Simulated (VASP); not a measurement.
# Zr in VASP: single point with PBEsol+D4

Aim: the single point of Zr with PBEsol+D4.

Program: VASP 6.6.1. These are calculated values, not measurements. Logs are shortened: lines on timing, memory, paths and dates and some standing lists are left out, and cuts for length are marked.

### Step 1. The cell of the first run

The cell holds a slab with vacuum, 3 atoms: a = 3.185 Å, b = 3.185 Å, c = 25.191 Å, α = 90.00°, β = 90.00°, γ = 120.00°.

### Step 2. Single point, PBEsol+D4

Contents of INCAR:

```
PREC     = Accurate       # precision mode
ENCUT    = 400            # plane-wave cutoff, eV
EDIFF    = 1E-6           # SCF threshold, eV
ISMEAR   = 1              # smearing method
SIGMA    = 0.1            # smearing width, eV
LREAL    = False          # projectors in reciprocal space
LASPH    = True           # aspherical terms in the spheres
NELM     = 120            # most SCF steps
ALGO     = Normal         # electronic algorithm
ISIF     = 2              # what is computed and relaxed
LWAVE    = False          # write WAVECAR
LCHARG   = False          # write CHGCAR
LDIPOL   = True         
IDIPOL   = 3            
DIPOL    = 0.5 0.5 0.376
GGA      = PS             # functional
IVDW     = 13             # dispersion correction
NBANDS   = 25             # bands
GGA_COMPAT= False        
NELMDL   = -8
```

Contents of KPOINTS:

```
Automatic mesh
0
Gamma
  12 12 1
```

Contents of POSCAR:

```
Zr
1.0
    3.1854210977      0.0000000000      0.0000000000
   -1.5927105489      2.7586555924      0.0000000000
    0.0000000000      0.0000000000     25.1912758847
Zr
3
Direct
    0.3333333333      0.6666666667      0.2778739764
    0.6666666667      0.3333333333      0.3741950317
    0.3333333333      0.6666666667      0.4765079308
```

Potentials or basis: VASP PAW PBE potentials, release 64 (Zr_sv).

Started as:

```sh
$ cat potpaw_PBE.64/Zr_sv/POTCAR > POTCAR
$ mpirun -np 1 vasp_std > vasp.out
```

OUTCAR:

```text
PREC = Accurate
   ENCUT = 400
   EDIFF = 1E-6
   ISMEAR = 1
   LREAL = False
   LASPH = True
   NELM = 120
   ISIF = 2
   GGA = PS
   IVDW = 13
   NELMDL = -8

 ion  position               nearest neighbor table
   1  0.333  0.667  0.278-   2 3.04   2 3.04   2 3.04
   2  0.667  0.333  0.374-   1 3.04   1 3.04   1 3.04   3 3.17   3 3.17   3 3.17
   3  0.333  0.667  0.477-   2 3.17   2 3.17   2 3.17

  LATTYP: Found a hexagonal cell.
 ALAT       =     3.1854210977
 C/A-ratio  =     7.9083032077

  Lattice vectors:

 A1 = (   3.1854210977,   0.0000000000,   0.0000000000)
 A2 = (  -1.5927105489,   2.7586555924,   0.0000000000)
 A3 = (   0.0000000000,   0.0000000000,  25.1912758847)

Analysis of symmetry for initial positions (statically):
=====================================================================
 Subroutine PRICEL returns:
 Original cell was already a primitive cell.

 Routine SETGRP: Setting up the symmetry group for a
 hexagonal supercell.

 Subroutine GETGRP returns: Found  6 space group operations
 (whereof  6 operations were pure point group operations)
 out of a pool of 24 trial point group operations.

The static configuration has the point symmetry C_3v.

Analysis of symmetry for dynamics (positions and initial velocities):
=====================================================================
 Subroutine PRICEL returns:
 Original cell was already a primitive cell.

 Routine SETGRP: Setting up the symmetry group for a
 hexagonal supercell.

 Subroutine GETGRP returns: Found  6 space group operations
 (whereof  6 operations were pure point group operations)
 out of a pool of 24 trial point group operations.

The dynamic configuration has the point symmetry C_3v.

 Subroutine INISYM returns: Found  6 space group operations
 (whereof  6 operations are pure point group operations),
 and found     1 'primitive' translations

----------------------------------------------------------------------------------------

                                     Primitive cell

  volume of cell :     221.3678

  direct lattice vectors                    reciprocal lattice vectors
     3.185421098  0.000000000  0.000000000     0.313930237  0.181247707  0.000000000
    -1.592710549  2.758655592  0.000000000     0.000000000  0.362495414  0.000000000
     0.000000000  0.000000000 25.191275885     0.000000000  0.000000000  0.039696282

  length of vectors
     3.185421098  3.185421098 25.191275885     0.362495414  0.362495414  0.039696282

  position of ions in fractional coordinates (direct lattice)
     0.333333333  0.666666667  0.277873976
[... 83 lines left out ...]
   TEBEG  =    0.0;   TEEND  =   0.0 temperature during run
   PSTRESS=    0.0 pullay stress
   NELECT =      36.0000    total number of electrons
   NUPDOWN=      -1.0000    fix difference up-down
   EMIN   =  10.00;   EMAX   =-10.00  energy-range for DOS
   EFERMI =   0.00;   METHOD = LEGACY
   ISMEAR =     1;   SIGMA  =   0.10  broadening in eV -4-tet -1-fermi 0-gaus
   EFERMI_NEDOS =   21; number of points for ismear=-14 and -15
   IALGO  =     38    algorithm
   IMIX   =      4    mixing-type and parameters
     AMIX     =   0.40;   BMIX     =  1.00
     AMIX_MAG =   1.60;   BMIX_MAG =  1.00
  volume/ion in A,a.u.               =      73.79       497.95
  Fermi-wavevector in a.u.,A,eV,Ry     =   0.893588  1.688637 10.864254  0.798500
  Thomas-Fermi vector in A             =   2.015685
   LORBIT       =      0    0 simple, 1 ext, 2 COOP (PROOUT), +10 PAW based schemes
   GGA     = PS    functional components
   LHFCALC =     F    Hartree Fock is set to
   AEXX    =    0.0000 exact exchange contribution
   IVDW    =    13    specifies the selected vdW correction
   LEPSILON=     F    determine dielectric tensor
   LRPA    =     F    only Hartree local field effects (RPA)
 non-spin polarized calculation
 Methfessel and Paxton  Order N= 1 SIGMA  =   0.10
  energy-cutoff  :      400.00
  volume of cell :      221.37
 maximum number of plane-waves:      4051
 NGX is ok and might be reduce to    24
   NGX = 11   NGY = 11   NGZ = 83

 dipolmoment           0.000000      0.000000      0.007352 electrons x Angstroem

 number of electron      36.0000000 magnetization

 dipolmoment           0.000000      0.000000     -0.007935 electrons x Angstroem

 Free energy of the ion-electron system (eV)
  ---------------------------------------------------
  ext. energy  EPLUGINS =         0.00000000
  ---------------------------------------------------
  free energy    TOTEN  =       -25.30237117 eV

  energy without entropy =      -25.30136964  energy(sigma->0) =      -25.30203733

 E-fermi :  -0.0960     XC(G=0):  -4.2650

 val. band max:       -0.1037512998   @ k =   0.4167   0.0833   0.0000
 cond. band min:      -0.0800664072   @ k =   0.0833   0.0000   0.0000
 fundamental gap:      0.0236848926
 Fermi energy:        -0.0959603719

 k-point     1 :       0.0000    0.0000    0.0000
  band No.  band energies     occupation
      1     -48.8084      2.00000
      2     -48.7675      2.00000
      3     -48.3219      2.00000
      4     -27.1810      2.00000
      5     -26.9256      2.00000
      6     -26.4181      2.00000
[... 521 lines left out ...]
     24       3.4273      0.00000
     25       3.6162      0.00000

------------------------ aborting loop because EDIFF is reached ----------------------------------------

 vacuum level on the upper side and lower side of the slab       (xc-potential included)        -0.222        -0.049

  DFT-D4 for vdW energy calculation

  Edisp (eV):   -0.23519

  FORCE on cell =-STRESS in cart. coord.  units (eV):
  Direction    XX          YY          ZZ          XY          YZ          ZX
  --------------------------------------------------------------------------------------
  -------------------------------------------------------------------------------------
  Total      -2.45907    -2.45907    -0.91917     0.00000     0.00000     0.00000
  in kB     -17.79785   -17.79785    -6.65264     0.00000     0.00000     0.00000
  external pressure =      -14.08 kB  Pullay stress =        0.00 kB

 VOLUME and BASIS-vectors are now :
 -----------------------------------------------------------------------------
  energy-cutoff  :      400.00
  volume of cell :      221.37
      direct lattice vectors                 reciprocal lattice vectors
     3.185421098  0.000000000  0.000000000     0.313930237  0.181247707  0.000000000
    -1.592710549  2.758655592  0.000000000     0.000000000  0.362495414  0.000000000
     0.000000000  0.000000000 25.191275885     0.000000000  0.000000000  0.039696282

 POSITION                                       TOTAL-FORCE (eV/Angst)
 -----------------------------------------------------------------------------------
     -0.00000      1.83910      7.00000         0.000000      0.000000     -0.047557
      1.59271      0.91955      9.42645         0.000000     -0.000000      0.401323
     -0.00000      1.83910     12.00384        -0.000000      0.000000     -0.353766
 -----------------------------------------------------------------------------------
    total drift:                                0.000000     -0.000000      0.000132

  FREE ENERGIE OF THE ION-ELECTRON SYSTEM (eV)
  ---------------------------------------------------
  free  energy   TOTEN  =       -25.5375651754 eV

  energy  without entropy=      -25.5365636467  energy(sigma->0) =      -25.53723133

 vacuum level on the upper side and lower side of the slab         3.959         4.126
```

OSZICAR:

```text
N       E                     dE             d eps       ncg     rms          rms(c)
DAV:   1     0.245547867204E+03    0.24555E+03   -0.17522E+04  1294   0.101E+03
DAV:   2    -0.901856953540E+00   -0.24645E+03   -0.23997E+03  1176   0.313E+02
DAV:   3    -0.267857430647E+02   -0.25884E+02   -0.25488E+02  1736   0.606E+01
[... 21 lines left out ...]
DAV:  25    -0.253023612578E+02   -0.40809E-04   -0.31506E-06   849   0.503E-03    0.122E-03
DAV:  26    -0.253023674943E+02   -0.62364E-05   -0.55229E-07   918   0.214E-03    0.517E-04
DAV:  27    -0.253023696801E+02   -0.21858E-05   -0.13992E-07   654   0.113E-03    0.277E-04
DAV:  28    -0.253023708589E+02   -0.11787E-05   -0.62230E-08   605   0.727E-04    0.153E-04
DAV:  29    -0.253023711712E+02   -0.31237E-06   -0.17456E-08   520   0.406E-04
   1 F= -.25537565E+02 E0= -.25537231E+02  d E =-.100153E-02
```

Run time: 2.2 min. Hardware: 1 thread of Intel Xeon Platinum 8559C (Emerald Rapids), shared host; peak memory 0.29 GiB.

What came out:

```yaml
Free_energy: -25.5376 eV
Largest_force: 0.401 eV/Å
Band_gap_on_the_k_mesh: zero (bands 18 and 19 overlap by 1.14 eV)
Dispersion_energy_per_atom: -0.078 eV
```

Forces in eV/Å, atoms in the order of the input:
```
Zr   0.000  0.000 -0.048
Zr   0.000  0.000  0.401
Zr   0.000  0.000 -0.354
```

Levels at points of the mesh, in eV from the Fermi level:
```tsv
k point	band 16	band 17	band 18	band 19	band 20	band 21
(0.00, 0.00, 0.00)	-0.05	0.08	0.87	0.94	0.94	1.02
(0.50, 0.00, 0.00)	-1.42	-0.92	0.03	1.16	1.20	1.57
```

Caveat: the PAW data sets were made with another functional, which shifts forces and pressure a little.
